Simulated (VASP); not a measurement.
Input of a VASP 6.6.1 run:

File INCAR:

```
  PREC = Accurate
  ENCUT = 520
  EDIFF = 1E-7
  ISMEAR = 0
  SIGMA = 0.05
  LREAL = False
  LASPH = True
  NELM = 60
  ALGO = Normal
  ISIF = 2
  LWAVE = False
  LCHARG = False
  NBANDS = 24
```

The input KPOINTS:

```
Automatic mesh
0
Gamma
  9 9 4
```

The input POSCAR:

```
SrO
1.0
    3.6534329764      0.0000000000      0.0000000000
   -1.8267164882      3.1639657686      0.0000000000
    0.0000000000      0.0000000000      5.8811282912
Sr O
2 2
Direct
    0.3333333333      0.6666666667      0.2500000000
    0.6666666667      0.3333333333      0.7500000000
    0.0000000000      0.0000000000      0.0000000000
    0.0000000000      0.0000000000      0.5000000000
```

Potentials or basis: VASP PAW LDA potentials, release 64 (Sr_sv, O).

Launch:

```bash
$ cat potpaw_LDA.64/Sr_sv/POTCAR potpaw_LDA.64/O/POTCAR > POTCAR
$ mpirun -np 1 vasp_std > vasp.out
```

Problem. Predict the pressure.

Solution. -4.3 GPa.

Problem. What does it give for the band gap on the k mesh?

Solution. 2.35 eV, direct.

Stress tensor (GPa, compression positive):
```
-8.90  0.00  0.00
 0.00 -8.90  0.00
 0.00  0.00  4.84
```

 A k mesh can miss the band edges.
